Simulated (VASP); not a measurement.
## AlRu (rocksalt type): relaxation of cell and atoms with LDA

AlRu (rocksalt type):

```xyz
2
Lattice="0.0000 2.5359 2.5359 2.5359 0.0000 2.5359 2.5359 2.5359 0.0000" Properties=species:S:1:pos:R:3 pbc="T T T"
Ru    0.0000    0.0000    0.0000
Al    2.5359    2.5359    2.5359
```

- Program: VASP 6.6.1
- Task: relaxation of cell and atoms
- Functional: LDA
- Potentials or basis: VASP PAW LDA potentials, release 64 (Ru_pv, Al)
- Cutoff: 600 eV
- k mesh: 14 × 14 × 14
- Occupations: fermi-dirac, width 0.05 eV
- Spin: no spin polarisation
- Dipole correction: no
- Further INCAR settings: ALGO = Normal; EDIFF = 1e-06; IBRION = 2; EDIFFG = -0.005; NSW = 60; ISIF = 3

```
Relaxed volume                         : 14.65 Å³/atom
Relaxed cell                           : a = 3.461 Å, b = 3.461 Å, c = 3.461 Å, α = 60.00°, β = 60.00°, γ = 60.00°
Space group after relaxing (to 0.05 Å) : Fm-3m (No. 225)
Energy gained by relaxing              : 80.2 meV/atom
Ionic steps                            : 4
Pressure after relaxing                : 0.0 GPa
```

The path:
| step | energy change (eV) | largest force (eV/Å) | pressure (GPa) | volume (Å³) |
| --- | --- | --- | --- | --- |
| 1 | 0.0000 | 0.0000 | -14.12 | 32.62 |
| 2 | 0.0337 | 0.0000 | 22.68 | 26.29 |
| 3 | -0.1603 | 0.0000 | -0.32 | 29.37 |
| 4 | -0.1604 | 0.0000 | 0.01 | 29.31 |

Final structure:
```
Ru Al
1.0
     0.00000    2.44710    2.44710
     2.44710    0.00000    2.44710
     2.44710    2.44710    0.00000
Ru Al
1 1
Direct
  0.00000 0.00000 0.00000
  0.50000 0.50000 0.50000
```

Levels at points of the mesh, in eV from the Fermi level:
| k point | band 7 | band 8 | band 9 | band 10 | band 11 | band 12 |
| --- | --- | --- | --- | --- | --- | --- |
| (0.00, 0.00, 0.00) | -2.17 | -1.81 | -1.81 | 6.78 | 6.78 | 6.78 |
| (0.50, 0.00, 0.00) | -2.98 | -0.34 | -0.34 | 1.40 | 7.48 | 8.11 |
| (0.50, 0.50, 0.00) | -1.02 | 0.10 | 0.10 | 2.32 | 2.51 | 2.51 |

It took 52 s on 1 thread of Intel(R) Xeon(R) 6975P-C (Granite Rapids), on a shared host, peak memory 0.19 GiB.
